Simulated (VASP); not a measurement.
# TbSi3W2 (Cmmm) in VASP: relaxation of cell and atoms with PBE

Aim: the relaxation of cell and atoms of TbSi3W2 with PBE.

Program: VASP 6.6.1. These are calculated values, not measurements. Logs are shortened: lines on timing, memory, paths and dates and some standing lists are left out, and cuts for length are marked.

## 1. The cell of the first run

Symmetry: Cmmm, No. 65, orthorhombic system. Conventional cell: a = 5.283 Å, b = 8.852 Å, c = 4.149 Å, α = 90.00°, β = 90.00°, γ = 90.00°. Within 3.9 Å of Tb (site symmetry mmm) lie 10 Si at 3.00 to 3.36 Å and 8 W at 3.31 Å. Si (site symmetry m2m) has 5 Si at 2.51 to 3.08 Å and 4 W at 2.58 Å and 3 Tb at 3.00 to 3.01 Å within 3.3 Å. Si (site symmetry mmm) has 4 Si at 2.51 Å and 4 W at 2.58 Å and 4 Tb at 3.36 Å within 3.4 Å. W (site symmetry 2/m) has 6 Si at 2.58 Å and 2 W at 2.64 Å and 4 Tb at 3.31 Å within 3.4 Å.

The cell was generated, and may not be a known phase.

## 2. Relaxation of cell and atoms, PBE

File INCAR:

```
PREC     = Accurate       # precision mode
ENCUT    = 500            # plane-wave cutoff, eV
EDIFF    = 1E-7           # SCF threshold, eV
ISMEAR   = 0              # smearing method
SIGMA    = 0.2            # smearing width, eV
LREAL    = False          # projectors in reciprocal space
LASPH    = True           # aspherical terms in the spheres
NELM     = 200            # most SCF steps
ALGO     = Normal         # electronic algorithm
ISIF     = 3              # what is computed and relaxed
LWAVE    = False          # write WAVECAR
LCHARG   = False          # write CHGCAR
GGA      = PE             # functional
IBRION   = 2              # ionic algorithm
NSW      = 36             # ionic steps
EDIFFG   = -0.08          # ionic threshold
GGA_COMPAT= False        
NELMIN   = 4            
LMAXMIX  = 6              # l up to which the mixer works
```

File KPOINTS:

```
regular mesh
0
Gamma
  4 4 4
```

File POSCAR:

```
TbSi3W2
1.0
    2.6415618700     -4.4261087500      0.0000000000
    2.6415618700      4.4261087500      0.0000000000
    0.0000000000      0.0000000000      4.1485255600
Tb Si W
1 3 2
Direct
    0.5000000000      0.5000000000      0.0000000000
    0.1601293000      0.8398707000      0.0000000000
    0.8398707000      0.1601293000      0.0000000000
    0.0000000000      0.0000000000      0.5000000000
    0.0000000000      0.5000000000      0.5000000000
    0.5000000000      0.0000000000      0.5000000000
```

Potentials or basis: VASP PAW PBE potentials, release 64 (Tb_3, Si, W_sv), 4f in core.

On the command line:

```bash
cat potpaw_PBE.64/Tb_3/POTCAR potpaw_PBE.64/Si/POTCAR potpaw_PBE.64/W_sv/POTCAR > POTCAR
mpirun -np 1 vasp_std > vasp.out
```

OUTCAR:

```text
PREC = Accurate
   ENCUT = 500
   EDIFF = 1E-7
   ISMEAR = 0
   LREAL = False
   LASPH = True
   NELM = 200
   ISIF = 3
   GGA = PE
   IBRION = 2
   NSW = 36
   EDIFFG = -0.08
   NELMIN = 4

 ion  position               nearest neighbor table
   1  0.500  0.500  0.000-   2 3.00   3 3.00   2 3.00   3 3.00   2 3.01   3 3.01   5 3.31   6 3.31
                             5 3.31   6 3.31   6 3.31   6 3.31   5 3.31   5 3.31   4 3.36   4 3.36
   2  0.160  0.840  0.000-   4 2.51   4 2.51   6 2.58   5 2.58   5 2.58   6 2.58   3 2.83   1 3.00
                             1 3.00   1 3.01   3 3.08   3 3.08
   3  0.840  0.160  0.000-   4 2.51   4 2.51   6 2.58   5 2.58   5 2.58   6 2.58   2 2.83   1 3.00
                             1 3.00   1 3.01   2 3.08   2 3.08
   4  0.000  0.000  0.500-   2 2.51   3 2.51   2 2.51   3 2.51   5 2.58   6 2.58   5 2.58   6 2.58
                             1 3.36   1 3.36   1 3.36   1 3.36
   5  0.000  0.500  0.500-   4 2.58   4 2.58   2 2.58   2 2.58   3 2.58   3 2.58   6 2.64   6 2.64
                             1 3.31   1 3.31   1 3.31   1 3.31
   6  0.500  0.000  0.500-   4 2.58   4 2.58   2 2.58   2 2.58   3 2.58   3 2.58   5 2.64   5 2.64
                             1 3.31   1 3.31   1 3.31   1 3.31

  LATTYP: Found a base centered orthorhombic cell.
 ALAT       =     5.2831237400
 B/A-ratio  =     1.6755650512
 C/A-ratio  =     0.7852410362

  Lattice vectors:

 A1 = (   2.6415618700,  -4.4261087500,   0.0000000000)
 A2 = (   2.6415618700,   4.4261087500,   0.0000000000)
 A3 = (   0.0000000000,   0.0000000000,   4.1485255600)

Analysis of symmetry for initial positions (statically):
=====================================================================
 Subroutine PRICEL returns:
 Original cell was already a primitive cell.

 Routine SETGRP: Setting up the symmetry group for a
 base centered orthorhombic supercell.

 Subroutine GETGRP returns: Found  8 space group operations
 (whereof  8 operations were pure point group operations)
 out of a pool of  8 trial point group operations.

The static configuration has the point symmetry D_2h.

Analysis of symmetry for dynamics (positions and initial velocities):
=====================================================================
 Subroutine PRICEL returns:
 Original cell was already a primitive cell.

 Routine SETGRP: Setting up the symmetry group for a
 base centered orthorhombic supercell.

 Subroutine GETGRP returns: Found  8 space group operations
 (whereof  8 operations were pure point group operations)
 out of a pool of  8 trial point group operations.

The dynamic configuration has the point symmetry D_2h.

 Subroutine INISYM returns: Found  8 space group operations
 (whereof  8 operations are pure point group operations),
 and found     1 'primitive' translations

----------------------------------------------------------------------------------------

                                     Primitive cell

  volume of cell :      97.0078

  direct lattice vectors                    reciprocal lattice vectors
     2.641561870 -4.426108750  0.000000000     0.189281957 -0.112966045  0.000000000
     2.641561870  4.426108750  0.000000000     0.189281957  0.112966045  0.000000000
     0.000000000  0.000000000  4.148525560     0.000000000  0.000000000  0.241049497

  length of vectors
     5.154443499  5.154443499  4.148525560     0.220429096  0.220429096  0.241049497

  position of ions in fractional coordinates (direct lattice)
     0.500000000  0.500000000  0.000000000
     0.160129300  0.839870700  0.000000000
     0.839870700  0.160129300  0.000000000
     0.000000000  0.000000000  0.500000000
     0.000000000  0.500000000  0.500000000
     0.500000000  0.000000000  0.500000000

  ion indices of the primitive-cell ions
   primitive index   ion index
                 1           1
                 2           2
                 3           3
                 4           4
                 5           5
                 6           6

----------------------------------------------------------------------------------------

 KPOINTS: regular mesh

Automatic generation of k-mesh.
 Grid dimensions read from file:
 generate k-points for:    4    4    4

 Generating k-lattice:

  Cartesian coordinates                     Fractional coordinates (reciprocal lattice)
     0.047320489 -0.028241511  0.000000000     0.250000000  0.000000000  0.000000000
     0.047320489  0.028241511  0.000000000     0.000000000  0.250000000  0.000000000
     0.000000000  0.000000000  0.060262374     0.000000000  0.000000000  0.250000000

  Length of vectors
     0.055107274  0.055107274  0.060262374

  Shift w.r.t. Gamma in fractional coordinates (k-lattice)
     0.000000000  0.000000000  0.000000000

 Subroutine IBZKPT returns following result:
 ===========================================

 Found     21 irreducible k-points:

 Following reciprocal coordinates:
            Coordinates               Weight
  0.000000  0.000000  0.000000      1.000000
  0.250000  0.000000  0.000000      4.000000
  0.500000  0.000000  0.000000      2.000000
  0.250000  0.250000  0.000000      2.000000
  0.500000  0.250000  0.000000      4.000000
 -0.250000  0.250000  0.000000      2.000000
[... 13 lines left out ...]
 -0.250000  0.250000  0.500000      2.000000
  0.500000  0.500000  0.500000      1.000000
   k-points           NKPTS =     21   k-points in BZ     NKDIM =     21   number of bands    NBANDS=     29
   number of dos      NEDOS =    301   number of ions     NIONS =      6
   total plane-waves  NPLWV =  48000
   dimension x,y,z NGX =    40 NGY =   40 NGZ =   30
   dimension x,y,z NGXF=    80 NGYF=   80 NGZF=   60
   ions per type =               1   3   2
   NGX,Y,Z   is equivalent  to a cutoff of  12.90, 12.90, 12.02 a.u.
   NGXF,Y,Z  is equivalent  to a cutoff of  25.80, 25.80, 24.04 a.u.
 SYSTEM =  unknown system
   PREC   = accura    normal or accurate (medium, high low for compatibility)
   ISTART =      0    job   : 0-new  1-cont  2-samecut
   ICHARG =      2    charge: 1-file 2-atom 10-const
   ISPIN  =      1    spin polarized calculation?
   LNONCOLLINEAR =      F non collinear calculations
   LSORBIT =      F    spin-orbit coupling
   LASPH  =      T    aspherical Exc in radial PAW
   ENCUT  =  500.0 eV  36.75 Ry    6.06 a.u.   9.40  9.40  7.56*2*pi/ulx,y,z
   NELM   =    200;   NELMIN=  4; NELMDL= -5     # of ELM steps
   EDIFF  = 0.1E-06   stopping-criterion for ELM
   LREAL  =      F    real-space projection
   EDIFFG = -.8E-01   stopping-criterion for IOM
   NSW    =     36    number of steps for IOM
   IBRION =      2    ionic relax: 0-MD 1-quasi-New 2-CG
   NFREE  =      1    steps in history (QN), initial steepest desc. (CG)
   ISIF   =      3    stress and relaxation
   ISYM   =      2    0-nonsym 1-usesym 2-fastsym
   POTIM  = 0.5000    time-step for ionic-motion
   TEBEG  =    0.0;   TEEND  =   0.0 temperature during run
   PSTRESS=    0.0 pullay stress
   NELECT =      49.0000    total number of electrons
   NUPDOWN=      -1.0000    fix difference up-down
   EMIN   =  10.00;   EMAX   =-10.00  energy-range for DOS
   EFERMI =   0.00;   METHOD = LEGACY
   ISMEAR =     0;   SIGMA  =   0.20  broadening in eV -4-tet -1-fermi 0-gaus
   EFERMI_NEDOS =   21; number of points for ismear=-14 and -15
   IALGO  =     38    algorithm
   IMIX   =      4    mixing-type and parameters
     AMIX     =   0.40;   BMIX     =  1.00
     AMIX_MAG =   1.60;   BMIX_MAG =  1.00
  volume/ion in A,a.u.               =      16.17       109.11
  Fermi-wavevector in a.u.,A,eV,Ry     =   1.303781  2.463789 23.127794  1.699845
  Thomas-Fermi vector in A             =   2.434760
   LORBIT       =      0    0 simple, 1 ext, 2 COOP (PROOUT), +10 PAW based schemes
   GGA     = PE    functional components
   LHFCALC =     F    Hartree Fock is set to
   AEXX    =    0.0000 exact exchange contribution
   IVDW    =     0    specifies the selected vdW correction
   LEPSILON=     F    determine dielectric tensor
   LRPA    =     F    only Hartree local field effects (RPA)
 conjugate gradient relaxation of ions
 non-spin polarized calculation
 Gauss-broadening in eV      SIGMA  =   0.20
  energy-cutoff  :      500.00
  volume of cell :       97.01
 maximum number of plane-waves:      2487
 NGX is ok and might be reduce to    40
   NGX = 19   NGY = 19   NGZ = 15

--------------------------------------- Ionic step        1  -------------------------------------------

 number of electron      49.0000001 magnetization

 Free energy of the ion-electron system (eV)
  ---------------------------------------------------
  ext. energy  EPLUGINS =         0.00000000
  ---------------------------------------------------
  free energy    TOTEN  =       -47.78334821 eV

  energy without entropy =      -47.73872176  energy(sigma->0) =      -47.76103499

------------------------ aborting loop because EDIFF is reached ----------------------------------------

  FORCE on cell =-STRESS in cart. coord.  units (eV):
  Direction    XX          YY          ZZ          XY          YZ          ZX
  --------------------------------------------------------------------------------------
  -------------------------------------------------------------------------------------
  Total        3.4967069      6.5291750      4.7250440      0.0000000      0.0000000      0.0000000
  in kB       57.7514888    107.8356248     78.0386611      0.0000000      0.0000000      0.0000000
  external PRESSURE =      81.2085916 kB  Pullay stress =       0.0000000 kB

 VOLUME and BASIS-vectors are now :
 -----------------------------------------------------------------------------
  energy-cutoff  :      500.00
  volume of cell :       97.01
      direct lattice vectors                 reciprocal lattice vectors
     2.641561870 -4.426108750  0.000000000     0.189281957 -0.112966045  0.000000000
     2.641561870  4.426108750  0.000000000     0.189281957  0.112966045  0.000000000
     0.000000000  0.000000000  4.148525560     0.000000000  0.000000000  0.241049497
[... 241 lines left out ...]
 POSITION                                       TOTAL-FORCE (eV/Angst)
 -----------------------------------------------------------------------------------
      2.65517      0.00000      0.00000         0.000000     -0.000000      0.000000
      2.65517      3.04934      0.00000         0.000000     -0.060339     -0.000000
      2.65517     -3.04934      0.00000         0.000000      0.060339      0.000000
      0.00000     -0.00000      2.09131         0.000000      0.000000      0.000000
      1.32759      2.30260      2.09131         0.000000      0.000000      0.000000
      1.32759     -2.30260      2.09131         0.000000     -0.000000      0.000000
 -----------------------------------------------------------------------------------
    total drift:                                0.000000      0.000000     -0.000000

  FREE ENERGIE OF THE ION-ELECTRON SYSTEM (eV)
  ---------------------------------------------------
  free  energy   TOTEN  =       -47.9602694008 eV

  energy  without entropy=      -47.9115899913  energy(sigma->0) =      -47.93592970

--------------------------------------- Ionic step        8  -------------------------------------------

 number of electron      48.9999990 magnetization

 Free energy of the ion-electron system (eV)
  ---------------------------------------------------
  ext. energy  EPLUGINS =         0.00000000
  ---------------------------------------------------
  free energy    TOTEN  =       -47.96313638 eV

  energy without entropy =      -47.91330617  energy(sigma->0) =      -47.93822127

 E-fermi :   8.6128     XC(G=0): -11.7193

 val. band max:        8.5876879403   @ k =  -0.2500   0.2500   0.5000
 cond. band min:       8.6312197183   @ k =   0.5000   0.5000   0.2500
 fundamental gap:      0.0435317780
 Fermi energy:         8.6128002969

 k-point     1 :       0.0000    0.0000    0.0000
  band No.  band energies     occupation
      1     -65.0593      2.00000
      2     -64.9700      2.00000
      3     -29.9442      2.00000
      4     -29.3888      2.00000
      5     -29.2866      2.00000
      6     -29.2407      2.00000
[... 683 lines left out ...]
 POSITION                                       TOTAL-FORCE (eV/Angst)
 -----------------------------------------------------------------------------------
      2.65141      0.00000      0.00000         0.000000      0.000000     -0.000000
      2.65141      3.03221      0.00000         0.000000     -0.007084      0.000000
      2.65141     -3.03221      0.00000         0.000000      0.007084     -0.000000
      0.00000     -0.00000      2.10202        -0.000000      0.000000     -0.000000
      1.32570      2.29813      2.10202         0.000000      0.000000     -0.000000
      1.32570     -2.29813      2.10202         0.000000     -0.000000     -0.000000
 -----------------------------------------------------------------------------------
    total drift:                                0.000000     -0.000000     -0.000000

  FREE ENERGIE OF THE ION-ELECTRON SYSTEM (eV)
  ---------------------------------------------------
  free  energy   TOTEN  =       -47.9631363776 eV

  energy  without entropy=      -47.9133061685  energy(sigma->0) =      -47.93822127

 reached required accuracy - stopping structural energy minimisation
```

Wall time 3.1 min (1 thread of AMD EPYC 9R45 (Zen 5), shared host); peak memory 0.22 GiB.

What came out:

```
Free energy                           : -47.9631 eV
Relaxed volume                        : 17.08 Å³/atom
Relaxed cell                          : a = 5.306 Å, b = 5.306 Å, c = 4.204 Å, α = 90.00°, β = 90.00°, γ = 120.04°
Space group after relaxing (to 0.1 Å) : Cmmm (No. 65)
Energy gained by relaxing             : 30.0 meV/atom
Ionic steps                           : 8
Pressure after relaxing               : -0.1 GPa
Largest force after relaxing          : 0.007 eV/Å
Band gap on the k mesh                : zero (an odd number of electrons rules out a gap without spin polarisation)
```

Forces on the atoms (eV/Å):
```
Tb   0.000  0.000  0.000
Si   0.000 -0.007  0.000
Si   0.000  0.007  0.000
Si   0.000  0.000  0.000
W    0.000  0.000  0.000
W    0.000  0.000  0.000
```

Step by step:
| step | energy change (eV) | largest force (eV/Å) | pressure (GPa) | volume (Å³) |
| --- | --- | --- | --- | --- |
| 1 | 0.0000 | 0.3072 | 8.12 | 97.01 |
| 2 | 0.0848 | 0.5490 | -9.71 | 108.96 |
| 3 | -0.1290 | 0.4150 | -0.71 | 102.01 |
| 4 | -0.1563 | 0.3518 | -0.14 | 102.00 |
| 5 | -0.1583 | 0.3302 | 0.09 | 102.00 |
| 6 | -0.1718 | 0.2037 | 0.06 | 102.13 |
| 7 | -0.1769 | 0.0603 | 0.07 | 102.29 |
| 8 | -0.1798 | 0.0071 | -0.13 | 102.47 |

Final structure:
```yaml
crystal:
  lattice:
    - [2.65141, -4.59626, 0.00000]
    - [2.65141, 4.59626, 0.00000]
    - [0.00000, 0.00000, 4.20405]
  atoms:
    - { symbol: Tb, position: [0.50000, 0.50000, 0.00000] }
    - { symbol: Si, position: [0.17014, 0.82986, 0.00000] }
    - { symbol: Si, position: [0.82986, 0.17014, 0.00000] }
    - { symbol: Si, position: [0.00000, 0.00000, 0.50000] }
    - { symbol: W, position: [0.00000, 0.50000, 0.50000] }
    - { symbol: W, position: [0.50000, 0.00000, 0.50000] }
```

Levels at points of the mesh, in eV from the Fermi level:
```
           k point  band 22  band 23  band 24  band 25  band 26  band 27  band 28  band 29
(0.00, 0.00, 0.00)    -1.72    -1.09    -0.99    -0.28     2.13     2.40     2.64     2.65
(0.50, 0.00, 0.00)    -1.68    -0.84    -0.60    -0.55     0.70     1.61     1.74     2.32
(0.50, 0.50, 0.00)    -1.94    -1.32    -0.45    -0.03     0.14     1.43     2.13     2.20
(0.00, 0.00, 0.50)    -2.17    -1.89    -0.85     0.13     0.30     2.16     2.57     2.62
(0.50, 0.00, 0.50)    -1.65    -1.48    -0.43    -0.41     0.31     0.74     1.07     1.38
(0.50, 0.50, 0.50)    -1.38    -0.61    -0.03     0.15     0.91     1.88     2.45     2.95
```

Caveat: the k points lie up to 0.37 Å⁻¹ apart in the final cell, too coarse for converged energies and pressures of a metal; spin-orbit coupling is left out, which moves the levels of the heavy elements; the 4f electrons are frozen in the core, so they carry no moment and show no levels; an odd number of electrons without spin polarisation forces a metal; a magnetic or distorted state may lie lower. Spin polarisation is off, so any magnetic state and its effect on volume and gap are missing.

The gap in the log of VASP goes by the Fermi energy; the results here count the filled bands.